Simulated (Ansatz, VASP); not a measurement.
Mn: VASP beside Ansatz

The input INCAR:

```
PREC     = Accurate       # precision mode
ENCUT    = 520            # plane-wave cutoff, eV
EDIFF    = 1E-8           # SCF threshold, eV
ISMEAR   = -1             # smearing method
SIGMA    = 0.05           # smearing width, eV
LREAL    = F              # projectors in reciprocal space
LASPH    = T              # aspherical terms in the spheres
NELM     = 150            # most SCF steps
ALGO     = Normal         # electronic algorithm
ISIF     = 2              # what is computed and relaxed
LWAVE    = F              # write WAVECAR
LCHARG   = F              # write CHGCAR
ISPIN    = 2              # spin polarisation
MAGMOM   = 4              # initial moments
LORBIT   = 11             # projections on sites
LMAXMIX  = 4              # l up to which the mixer works
GGA      = PE             # functional
LEFG     = T            
NBANDS   = 16             # bands
```

KPOINTS

```
Automatic mesh
0
Gamma
  14 14 14
```

Contents of POSCAR:

```
Mn
1.0
    2.3325505822      0.0000000000      0.0000000000
    0.0000000000      2.3325505822      0.0000000000
    0.0000000000      0.0000000000      2.3325505822
Mn
1
Direct
    0.0000000000      0.0000000000      0.0000000000
```

Input for Ansatz:

```yaml
crystal:
  lattice:
    - [2.3325505822, 0.0, 0.0]
    - [0.0, 2.3325505822, 0.0]
    - [0.0, 0.0, 2.3325505822]
  atoms:
    - { symbol: Mn, position: [0.0, 0.0, 0.0], spin: 4.0 }
magnetization:
  spin_polarized: true
kpoints:
  mp_grid: { grid: [14, 14, 14] }
scf:
  occupations: { method: fermi_dirac, width: 0.05 }
hamiltonian:
  xc: pbe
  pseudopotentials: { kind: paw }
output:
  forces: true
  stress: true
  eigenvalues: true
  efg: { contact_densities: true }
```

Change from the starting cell: volume scaled by 1.06, PAW files.

Alike in both runs: task electric field gradients; functional PBE; k mesh 14 × 14 × 14; occupations fermi-dirac, width 0.05 eV; collinear spin.

```csv
,VASP,Ansatz
version,VASP 6.6.1,Ansatz 0.2.0
potentials or method,"VASP PAW PBE potentials, release 64 (Mn_pv)","PAW with Ansatz's default frozen-core files, scalar-relativistic"
plane-wave cutoff (eV),520,420
valence electrons in the cell,13,15
```

```csv
,VASP,Ansatz,Ansatz less VASP
pressure (GPa),-10.1,-10.2,-0.08
net moment per atom (μB),0.57,0.57,-0.003
size of the moment on the site where the two differ most (μB),0.57,0.56,-0.016
```

Site moments also hang on the region over which each program counts them. VASP's potentials hold 13 valence electrons a cell and Ansatz's 15, so a difference there can come from the potentials and not from the codes.
